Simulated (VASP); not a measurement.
The system is B.

```
CELL_PARAMETERS angstrom
1.72263 0.00000 0.00000
-0.86131 1.49184 0.00000
0.00000 0.00000 21.70156
ATOMIC_POSITIONS crystal
B 0.00000 0.00000 0.00000
B 0.00000 0.00000 0.50000
B 0.33333 0.66667 0.25000
B 0.66667 0.33333 0.75000
```

Base run:

```yaml
Program: VASP 6.6.1
Functional: revPBE
Potentials_or_basis: VASP PAW PBE potentials, release 64 (B)
Cutoff: 520 eV
k_mesh: 23 × 23 × 2
Occupations: fermi-dirac, width 0.1 eV
Spin: no spin polarisation
```

Its results: band gap on the k mesh zero (band 6 reaches 5.62 eV, above the bottom of band 7 at -5.26 eV); pressure -1.2 GPa.

Problem. The run is repeated on the same cell with these changes: k mesh from 23 × 23 × 2 to 17 × 17 × 5. What comes out?

Solution. Band gap on the k mesh zero (band 6 reaches 5.43 eV, above the bottom of band 7 at -5.18 eV); pressure -0.1 GPa.

Caveats: the PAW data sets were made with another functional, which shifts forces and pressure a little; this functional lacks dispersion, which binds the layers, so the pressure and a relaxed spacing across them are unreliable.
